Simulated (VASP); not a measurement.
# HfGe4 (Im-3m) in VASP: a series of runs, part 2 of 2

VASP 6.6.1.

### 4 Single point, PBE

This run uses another cell than the first one, of 23.34 Å³/atom, 1.008 times its volume.

The input, INCAR:

```
SYSTEM = HfGe4
  PREC = Accurate
  ENCUT = 520
  EDIFF = 1E-6
  ISMEAR = 0
  SIGMA = 0.1
  LREAL = .FALSE.
  LASPH = .TRUE.
  NELM = 100
  ALGO = Normal
  ISIF = 2
  LWAVE = .FALSE.
  LCHARG = .FALSE.
  GGA = PE
  NBANDS = 41
```

The input, KPOINTS:

```
regular mesh
0
G
  4 4 4
  0 0 0
```

The input, POSCAR:

```
HfGe4
1.0
   -3.0784431613      3.0784431613      3.0784431613
    3.0784431613     -3.0784431613      3.0784431613
    3.0784431613      3.0784431613     -3.0784431613
Hf Ge
1 4
Direct
    0.0000000000      0.0000000000      0.0000000000
    0.0000000000      0.0000000000      0.5000000000
    0.5000000000      0.0000000000      0.0000000000
    0.5000000000      0.5000000000      0.5000000000
    0.0000000000      0.5000000000      0.0000000000
```

Launch:

```console
> cat potpaw_PBE.64/Hf_pv/POTCAR potpaw_PBE.64/Ge_d/POTCAR > POTCAR
> mpirun -np 1 vasp_std > vasp.out
```

Run time: 27 s. Hardware: 1 thread of AMD EPYC 9R45 (Zen 5), shared host; peak memory 0.21 GiB.

It converged, with:

| Property | Result |
| --- | --- |
| Free energy | -27.6435 eV |
| Pressure | 0.0 GPa |
| Band gap on the k mesh | zero (band 33 reaches 4.81 eV, above the bottom of band 34 at 4.50 eV) |

Levels at points of the mesh, in eV from the Fermi level:
```tsv
k point	band 30	band 31	band 32	band 33	band 34	band 35	band 36	band 37
(0.00, 0.00, 0.00)	-2.41	-2.13	-2.13	-2.13	0.20	0.20	2.74	3.80
(0.50, 0.00, 0.00)	-2.07	-1.90	-1.45	-0.39	-0.04	1.57	1.70	2.11
(0.50, 0.50, 0.50)	-4.21	-2.72	-2.72	-2.72	3.09	3.09	3.09	3.29
```

Caveat: the k points lie up to 0.36 Å⁻¹ apart; spin-orbit coupling is left out, which moves the levels of the heavy elements.

### 5 Relaxation of cell and atoms, PBE

This run uses another cell than the first one, of 18.53 Å³/atom, 0.801 times its volume.

The input, INCAR:

```
PREC = Accurate ; ENCUT = 600
EDIFF = 1E-6 ; ISMEAR = 0
SIGMA = 0.1 ; LREAL = F
LASPH = T ; NELM = 100
ALGO = Normal ; ISIF = 3
LWAVE = F ; LCHARG = F
GGA = PE ; IBRION = 2
NSW = 90 ; EDIFFG = -0.04
```

The input, KPOINTS:

```
Automatic mesh
0
Gamma
  4 4 4
```

POSCAR, as its differences from that of step 4:

```diff
@@ -2,5 +2,5 @@
 1.0
-   -3.0784431613      3.0784431613      3.0784431613
-    3.0784431613     -3.0784431613      3.0784431613
-    3.0784431613      3.0784431613     -3.0784431613
+   -2.8506923800      2.8506923800      2.8506923800
+    2.8506923800     -2.8506923800      2.8506923800
+    2.8506923800      2.8506923800     -2.8506923800
 Hf Ge
```

Launch:

```console
> cat potpaw_PBE.64/Hf_pv/POTCAR potpaw_PBE.64/Ge_d/POTCAR > POTCAR
> mpirun -np 1 vasp_std > vasp.out
```

Run time: 84 s. Hardware: 1 thread of AMD EPYC 9R45 (Zen 5), shared host; peak memory 0.23 GiB.

It converged, with:

```yaml
Free_energy: -27.6412 eV
Relaxed_volume: 23.37 Å³/atom
Relaxed_cell: a = 5.334 Å, b = 5.334 Å, c = 5.334 Å, α = 109.47°, β = 109.47°, γ = 109.47°
Space_group_after_relaxing_to_0.05_Å: Im-3m (No. 229)
Energy_gained_by_relaxing: 315.6 meV/atom
Ionic_steps: 4
Pressure_after_relaxing: -0.1 GPa
Band_gap_on_the_k_mesh: zero (band 33 reaches 4.80 eV, above the bottom of band 34 at 4.49 eV)
```

The path:
```csv
step,energy change (eV),largest force (eV/Å),pressure (GPa),volume (Å³)
1,0.0000,0.0000,24.31,92.66
2,-1.0761,0.0000,-7.65,135.71
3,-1.5773,0.0000,-0.28,117.38
4,-1.5778,0.0000,-0.06,116.85
```

Final structure:
```xyz
5
Lattice="-3.0798 3.0798 3.0798 3.0798 -3.0798 3.0798 3.0798 3.0798 -3.0798" Properties=species:S:1:pos:R:3 pbc="T T T"
Hf    0.0000    0.0000    0.0000
Ge    1.5399    1.5399   -1.5399
Ge   -1.5399    1.5399    1.5399
Ge    1.5399    1.5399    1.5399
Ge    1.5399   -1.5399    1.5399
```

Levels at points of the mesh, in eV from the Fermi level:
| k point | band 30 | band 31 | band 32 | band 33 | band 34 | band 35 | band 36 | band 37 |
| --- | --- | --- | --- | --- | --- | --- | --- | --- |
| (0.00, 0.00, 0.00) | -2.41 | -2.13 | -2.13 | -2.13 | 0.21 | 0.21 | 2.74 | 3.80 |
| (0.50, 0.00, 0.00) | -2.06 | -1.90 | -1.45 | -0.39 | -0.04 | 1.57 | 1.69 | 2.11 |
| (0.50, 0.50, 0.50) | -4.22 | -2.72 | -2.72 | -2.72 | 3.08 | 3.08 | 3.08 | 3.29 |

Caveat: the k points lie up to 0.36 Å⁻¹ apart in the final cell; the volume moved by over 15 % at a fixed basis, so the end points are rough; spin-orbit coupling is left out, which moves the levels of the heavy elements.

### 6 Single point, PBE

This run uses another cell than the first one, of 18.53 Å³/atom, 0.801 times its volume.

The input, INCAR:

```
PREC     = Accurate       # precision mode
ENCUT    = 520            # plane-wave cutoff, eV
EDIFF    = 1E-6           # SCF threshold, eV
ISMEAR   = 0              # smearing method
SIGMA    = 0.1            # smearing width, eV
LREAL    = F              # projectors in reciprocal space
LASPH    = T              # aspherical terms in the spheres
NELM     = 60             # most SCF steps
ALGO     = Normal         # electronic algorithm
ISIF     = 2              # what is computed and relaxed
LWAVE    = F              # write WAVECAR
LCHARG   = T              # write CHGCAR
GGA      = PE             # functional
LELF     = T              # ELF
LVHAR    = T            
NBANDS   = 41             # bands
```

The input, KPOINTS:

```
regular mesh
0
Gamma
  4 4 4
```

POSCAR is that of step 5.

Potentials or basis: VASP PAW PBE potentials, release 64 (Hf_pv, Ge_d).

Launch:

```console
> cat potpaw_PBE.64/Hf_pv/POTCAR potpaw_PBE.64/Ge_d/POTCAR > POTCAR
> mpirun -np 1 vasp_std > vasp.out
```

Wall time 48 s (1 thread of AMD EPYC 7R13 (Zen 3), shared host); peak memory 0.21 GiB.

The run converged. Its results:

| Quantity | Value |
| --- | --- |
| Free energy | -26.0626 eV |
| Pressure | 24.3 GPa |
| Band gap on the k mesh | zero (band 33 reaches 7.07 eV, above the bottom of band 34 at 6.34 eV) |

Levels at points of the mesh, in eV from the Fermi level:
```csv
k point,band 29,band 30,band 31,band 32,band 33,band 34,band 35,band 36,band 37,band 38
"(0.00, 0.00, 0.00)",-2.92,-2.92,-2.57,-2.57,-2.57,-0.33,-0.33,3.52,4.82,4.82
"(0.50, 0.00, 0.00)",-3.38,-2.61,-2.41,-2.11,-0.27,-0.02,1.76,2.56,2.82,3.52
"(0.50, 0.50, 0.50)",-6.11,-3.44,-3.44,-3.44,-2.99,3.80,3.80,3.82,3.82,3.82
```

Caveat: the k points lie up to 0.39 Å⁻¹ apart; spin-orbit coupling is left out, which moves the levels of the heavy elements.

### 7 The runs side by side

| task | cell | k mesh | cutoff (eV) | gap on the mesh (eV) | pressure (GPa) | relaxed volume (Å³/atom) |
| --- | --- | --- | --- | --- | --- | --- |
| single point | a = 5.317 Å, angles 109.5°, 5 atoms | 10 × 10 × 10 | 520 | none | 0.0 | - |
| relaxation of cell and atoms | relaxed from a = 5.332 Å, angles 109.5°, 5 atoms | 10 × 10 × 10 | 600 | none | 0.0 | 23.15 |
| single point | a = 5.332 Å, angles 109.5°, 5 atoms | 4 × 4 × 4 | 520 | none | 0.0 | - |
| relaxation of cell and atoms | relaxed from a = 4.938 Å, angles 109.5°, 5 atoms | 4 × 4 × 4 | 600 | none | -0.1 | 23.37 |
| single point | a = 4.938 Å, angles 109.5°, 5 atoms | 4 × 4 × 4 | 520 | none | 24.3 | - |

Alike in all rows: level PBE; potentials or basis VASP PAW PBE potentials, release 64 (Hf_pv, Ge_d); no spin polarisation; smearing gaussian 0.1 eV.

Caveats: some runs use coarse meshes; spin-orbit coupling is left out, which moves the levels of the heavy elements; the volume moved by over 15 % at a fixed basis, so the end points are rough (some runs).

Absolute energies hang on the potentials; compare differences alone.
